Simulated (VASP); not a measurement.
# CdPd3 (Pm-3m) in VASP: notebook

Runs on CdPd3. Level: LDA. Tasks: single point, relaxation of volume and atoms at fixed shape.

All numbers are computed with VASP 6.6.1; they aren't measurements. Logs are shortened: lines on timing, memory, paths and dates and some standing lists are left out, and cuts for length are marked.

### 1 The cell of the first run

It takes space group Pm-3m (No. 221, cubic). Conventional cell: a = 3.914 Å, b = 3.914 Å, c = 3.914 Å, α = 90.00°, β = 90.00°, γ = 90.00°. Cd (site symmetry m-3m) has 12 Pd at 2.77 Å within 3.6 Å. Pd (site symmetry 4/mmm) has 4 Cd at 2.77 Å and 8 Pd at 2.77 Å within 3.6 Å.

### 2 Single point, LDA

INCAR

```
SYSTEM = CdPd3
PREC = Accurate
ENCUT = 520
EDIFF = 1E-6
ISMEAR = 0
SIGMA = 0.1
LREAL = .FALSE.
LASPH = .TRUE.
NELM = 100
ALGO = Normal
ISIF = 2
LWAVE = .FALSE.
LCHARG = .FALSE.
NBANDS = 29
```

KPOINTS

```
Automatic mesh
0
G
  6 6 6
  0 0 0
```

POSCAR

```
CdPd3
1.0
    3.9139103570      0.0000000000      0.0000000000
    0.0000000000      3.9139103570      0.0000000000
    0.0000000000      0.0000000000      3.9139103570
Cd Pd
1 3
Direct
    0.0000000000      0.0000000000      0.0000000000
    0.0000000000      0.5000000000      0.5000000000
    0.5000000000      0.0000000000      0.5000000000
    0.5000000000      0.5000000000      0.0000000000
```

Potentials or basis: VASP PAW LDA potentials, release 64 (Cd, Pd).

The run is started by

```bash
$ cat potpaw_LDA.64/Cd/POTCAR potpaw_LDA.64/Pd/POTCAR > POTCAR
$ mpirun -np 1 vasp_std > vasp.out
```

OUTCAR:

```text
SYSTEM = CdPd3
   PREC = Accurate
   ENCUT = 520
   EDIFF = 1E-6
   ISMEAR = 0
   LREAL = .FALSE.
   LASPH = .TRUE.
   NELM = 100
   ISIF = 2

 ion  position               nearest neighbor table
   1  0.000  0.000  0.000-   2 2.77   3 2.77   4 2.77   2 2.77   3 2.77   2 2.77   4 2.77   2 2.77
                             3 2.77   4 2.77   3 2.77   4 2.77
   2  0.000  0.500  0.500-   1 2.77   3 2.77   4 2.77   1 2.77   4 2.77   1 2.77   3 2.77   1 2.77
                             3 2.77   4 2.77   4 2.77   3 2.77
   3  0.500  0.000  0.500-   1 2.77   2 2.77   4 2.77   1 2.77   4 2.77   2 2.77   4 2.77   4 2.77
                             1 2.77   2 2.77   1 2.77   2 2.77
   4  0.500  0.500  0.000-   1 2.77   2 2.77   3 2.77   2 2.77   3 2.77   1 2.77   3 2.77   3 2.77
                             1 2.77   2 2.77   2 2.77   1 2.77

  LATTYP: Found a simple cubic cell.
 ALAT       =     3.9139103570

  Lattice vectors:

 A1 = (   3.9139103570,   0.0000000000,   0.0000000000)
 A2 = (   0.0000000000,   3.9139103570,   0.0000000000)
 A3 = (   0.0000000000,   0.0000000000,   3.9139103570)

Analysis of symmetry for initial positions (statically):
=====================================================================
 Subroutine PRICEL returns:
 Original cell was already a primitive cell.

 Routine SETGRP: Setting up the symmetry group for a
 simple cubic supercell.

 Subroutine GETGRP returns: Found 48 space group operations
 (whereof 48 operations were pure point group operations)
 out of a pool of 48 trial point group operations.

The static configuration has the point symmetry O_h .

Analysis of symmetry for dynamics (positions and initial velocities):
=====================================================================
 Subroutine PRICEL returns:
 Original cell was already a primitive cell.

 Routine SETGRP: Setting up the symmetry group for a
 simple cubic supercell.

 Subroutine GETGRP returns: Found 48 space group operations
 (whereof 48 operations were pure point group operations)
 out of a pool of 48 trial point group operations.

The dynamic configuration has the point symmetry O_h .

 Subroutine INISYM returns: Found 48 space group operations
 (whereof 48 operations are pure point group operations),
 and found     1 'primitive' translations

----------------------------------------------------------------------------------------

                                     Primitive cell

  volume of cell :      59.9560

  direct lattice vectors                    reciprocal lattice vectors
     3.913910357  0.000000000  0.000000000     0.255498953  0.000000000  0.000000000
     0.000000000  3.913910357  0.000000000     0.000000000  0.255498953  0.000000000
     0.000000000  0.000000000  3.913910357     0.000000000  0.000000000  0.255498953

  length of vectors
     3.913910357  3.913910357  3.913910357     0.255498953  0.255498953  0.255498953

  position of ions in fractional coordinates (direct lattice)
     0.000000000  0.000000000  0.000000000
     0.000000000  0.500000000  0.500000000
     0.500000000  0.000000000  0.500000000
     0.500000000  0.500000000  0.000000000

  ion indices of the primitive-cell ions
   primitive index   ion index
                 1           1
                 2           2
                 3           3
                 4           4

----------------------------------------------------------------------------------------

 KPOINTS: Automatic mesh

Automatic generation of k-mesh.
 Grid dimensions read from file:
 generate k-points for:    6    6    6

 Generating k-lattice:

  Cartesian coordinates                     Fractional coordinates (reciprocal lattice)
     0.042583159  0.000000000  0.000000000     0.166666667  0.000000000  0.000000000
     0.000000000  0.042583159  0.000000000     0.000000000  0.166666667  0.000000000
     0.000000000  0.000000000  0.042583159     0.000000000  0.000000000  0.166666667

  Length of vectors
     0.042583159  0.042583159  0.042583159

  Shift w.r.t. Gamma in fractional coordinates (k-lattice)
     0.000000000  0.000000000  0.000000000

 Subroutine IBZKPT returns following result:
 ===========================================

 Found     20 irreducible k-points:

 Following reciprocal coordinates:
            Coordinates               Weight
  0.000000  0.000000  0.000000      1.000000
  0.166667  0.000000  0.000000      6.000000
  0.333333  0.000000  0.000000      6.000000
  0.500000  0.000000  0.000000      3.000000
  0.166667  0.166667  0.000000     12.000000
  0.333333  0.166667  0.000000     24.000000
[... 12 lines left out ...]
  0.500000  0.500000  0.333333      6.000000
  0.500000  0.500000  0.500000      1.000000
   k-points           NKPTS =     20   k-points in BZ     NKDIM =     20   number of bands    NBANDS=     29
   number of dos      NEDOS =    301   number of ions     NIONS =      4
   total plane-waves  NPLWV =  27000
   dimension x,y,z NGX =    30 NGY =   30 NGZ =   30
   dimension x,y,z NGXF=    60 NGYF=   60 NGZF=   60
   ions per type =               1   3
   NGX,Y,Z   is equivalent  to a cutoff of  12.74, 12.74, 12.74 a.u.
   NGXF,Y,Z  is equivalent  to a cutoff of  25.49, 25.49, 25.49 a.u.
 SYSTEM =  CdPd3
   PREC   = accura    normal or accurate (medium, high low for compatibility)
   ISTART =      0    job   : 0-new  1-cont  2-samecut
   ICHARG =      2    charge: 1-file 2-atom 10-const
   ISPIN  =      1    spin polarized calculation?
   LNONCOLLINEAR =      F non collinear calculations
   LSORBIT =      F    spin-orbit coupling
   LASPH  =      T    aspherical Exc in radial PAW
   ENCUT  =  520.0 eV  38.22 Ry    6.18 a.u.   7.28  7.28  7.28*2*pi/ulx,y,z
   NELM   =    100;   NELMIN=  2; NELMDL= -5     # of ELM steps
   EDIFF  = 0.1E-05   stopping-criterion for ELM
   LREAL  =      F    real-space projection
   EDIFFG = 0.1E-04   stopping-criterion for IOM
   NSW    =      0    number of steps for IOM
   IBRION =     -1    ionic relax: 0-MD 1-quasi-New 2-CG
   NFREE  =      0    steps in history (QN), initial steepest desc. (CG)
   ISIF   =      2    stress and relaxation
   ISYM   =      2    0-nonsym 1-usesym 2-fastsym
   POTIM  = 0.5000    time-step for ionic-motion
   TEBEG  =    0.0;   TEEND  =   0.0 temperature during run
   PSTRESS=    0.0 pullay stress
   NELECT =      42.0000    total number of electrons
   NUPDOWN=      -1.0000    fix difference up-down
   EMIN   =  10.00;   EMAX   =-10.00  energy-range for DOS
   EFERMI =   0.00;   METHOD = LEGACY
   ISMEAR =     0;   SIGMA  =   0.10  broadening in eV -4-tet -1-fermi 0-gaus
   EFERMI_NEDOS =   21; number of points for ismear=-14 and -15
   IALGO  =     38    algorithm
   IMIX   =      4    mixing-type and parameters
     AMIX     =   0.40;   BMIX     =  1.00
     AMIX_MAG =   1.60;   BMIX_MAG =  1.00
  volume/ion in A,a.u.               =      14.99       101.15
  Fermi-wavevector in a.u.,A,eV,Ry     =   1.453942  2.747552 28.761996  2.113947
  Thomas-Fermi vector in A             =   2.571150
   LORBIT       =      0    0 simple, 1 ext, 2 COOP (PROOUT), +10 PAW based schemes
   GGA     = CA    functional components
   LHFCALC =     F    Hartree Fock is set to
   AEXX    =    0.0000 exact exchange contribution
   IVDW    =     0    specifies the selected vdW correction
   LEPSILON=     F    determine dielectric tensor
   LRPA    =     F    only Hartree local field effects (RPA)
 non-spin polarized calculation
 Gauss-broadening in eV      SIGMA  =   0.10
  energy-cutoff  :      520.00
  volume of cell :       59.96
 maximum number of plane-waves:      1640
 NGX is ok and might be reduce to    30
   NGX = 15   NGY = 15   NGZ = 15

 number of electron      42.0000038 magnetization

 Free energy of the ion-electron system (eV)
  ---------------------------------------------------
  ext. energy  EPLUGINS =         0.00000000
  ---------------------------------------------------
  free energy    TOTEN  =       -21.94853046 eV

  energy without entropy =      -21.91876484  energy(sigma->0) =      -21.93364765

 E-fermi :   8.1494     XC(G=0): -13.4072

 val. band max:        8.1370510484   @ k =   0.5000   0.5000   0.5000
 cond. band min:       8.1811309802   @ k =   0.3333   0.3333   0.3333
 fundamental gap:      0.0440799318
 Fermi energy:         8.1493800189

 k-point     1 :       0.0000    0.0000    0.0000
  band No.  band energies     occupation
      1      -0.5478      2.00000
      2      -0.5478      2.00000
      3      -0.3251      2.00000
      4      -0.3251      2.00000
      5      -0.3251      2.00000
      6      -0.0292      2.00000
[... 21 lines left out ...]
     28      19.7651      0.00000
     29      19.7651      0.00000

 k-point     2 :       0.1667    0.0000    0.0000
  band No.  band energies     occupation
      1      -0.4862      2.00000
      2      -0.4452      2.00000
      3      -0.3009      2.00000
      4      -0.2640      2.00000
      5      -0.2640      2.00000
      6       0.2979      2.00000
[... 21 lines left out ...]
     28      19.4507      0.00000
     29      19.4507      0.00000

 k-point     3 :       0.3333    0.0000    0.0000
  band No.  band energies     occupation
      1      -0.3613      2.00000
      2      -0.2514      2.00000
      3      -0.2395      2.00000
      4      -0.1320      2.00000
      5      -0.1320      2.00000
      6       1.2544      2.00000
[... 21 lines left out ...]
     28      17.8402      0.00000
     29      18.7972      0.00000

 k-point     4 :       0.5000    0.0000    0.0000
  band No.  band energies     occupation
      1      -0.2981      2.00000
      2      -0.2260      2.00000
      3      -0.1323      2.00000
      4      -0.0602      2.00000
      5      -0.0602      2.00000
      6       2.5834      2.00000
[... 469 lines left out ...]
     28      16.7585      0.00000
     29      23.5834      0.00000

 k-point    19 :       0.5000    0.5000    0.3333
  band No.  band energies     occupation
      1      -0.4241      2.00000
      2      -0.3692      2.00000
      3      -0.3692      2.00000
      4       0.0631      2.00000
      5       0.1480      2.00000
      6       2.1925      2.00000
[... 21 lines left out ...]
     28      15.2738      0.00000
     29      23.8862      0.00000

 k-point    20 :       0.5000    0.5000    0.5000
  band No.  band energies     occupation
      1      -0.4561      2.00000
      2      -0.4561      2.00000
      3      -0.4561      2.00000
      4       0.1211      2.00000
      5       0.1211      2.00000
      6       2.0067      2.00000
[... 21 lines left out ...]
     28      14.3733      0.00000
     29      24.2981      0.00000

------------------------ aborting loop because EDIFF is reached ----------------------------------------

  FORCE on cell =-STRESS in cart. coord.  units (eV):
  Direction    XX          YY          ZZ          XY          YZ          ZX
  --------------------------------------------------------------------------------------
  -------------------------------------------------------------------------------------
  Total        0.4461100      0.4461100      0.4461100      0.0000000     -0.0000000      0.0000000
  in kB       11.9211988     11.9211988     11.9211988      0.0000000     -0.0000000      0.0000000
  external PRESSURE =      11.9211988 kB  Pullay stress =       0.0000000 kB

 VOLUME and BASIS-vectors are now :
 -----------------------------------------------------------------------------
  energy-cutoff  :      520.00
  volume of cell :       59.96
      direct lattice vectors                 reciprocal lattice vectors
     3.913910357  0.000000000  0.000000000     0.255498953  0.000000000  0.000000000
     0.000000000  3.913910357  0.000000000     0.000000000  0.255498953  0.000000000
     0.000000000  0.000000000  3.913910357     0.000000000  0.000000000  0.255498953

 POSITION                                       TOTAL-FORCE (eV/Angst)
 -----------------------------------------------------------------------------------
      0.00000      0.00000      0.00000         0.000000      0.000000      0.000000
      0.00000      1.95696      1.95696         0.000000      0.000000      0.000000
      1.95696      0.00000      1.95696         0.000000      0.000000      0.000000
      1.95696      1.95696      0.00000         0.000000      0.000000      0.000000
 -----------------------------------------------------------------------------------
    total drift:                                0.000000      0.000000     -0.000000

  FREE ENERGIE OF THE ION-ELECTRON SYSTEM (eV)
  ---------------------------------------------------
  free  energy   TOTEN  =       -21.9485304627 eV

  energy  without entropy=      -21.9187648366  energy(sigma->0) =      -21.93364765
```

It took 40 s on 1 thread of Intel Xeon 8259CL, shared host; peak memory 0.17 GiB.

What came out:

```
Free energy            : -21.9485 eV
Pressure               : 1.2 GPa
Band gap on the k mesh : zero (band 21 reaches 8.59 eV, above the bottom of band 22 at 8.01 eV)
```

Levels at points of the mesh, in eV from the Fermi level:
| k point | band 18 | band 19 | band 20 | band 21 | band 22 | band 23 | band 24 | band 25 |
| --- | --- | --- | --- | --- | --- | --- | --- | --- |
| (0.00, 0.00, 0.00) | -0.06 | 0.32 | 0.32 | 0.32 | 2.18 | 2.18 | 2.18 | 8.55 |
| (0.50, 0.00, 0.00) | -1.60 | -1.58 | -1.36 | -0.62 | 0.32 | 7.31 | 7.31 | 7.78 |
| (0.50, 0.50, 0.00) | -1.86 | -1.30 | -1.25 | 0.35 | 0.51 | 1.91 | 1.91 | 9.92 |
| (0.50, 0.50, 0.50) | -0.28 | -0.28 | -0.28 | -0.01 | -0.01 | -0.01 | 0.88 | 4.82 |

[end of part 1 of 2]
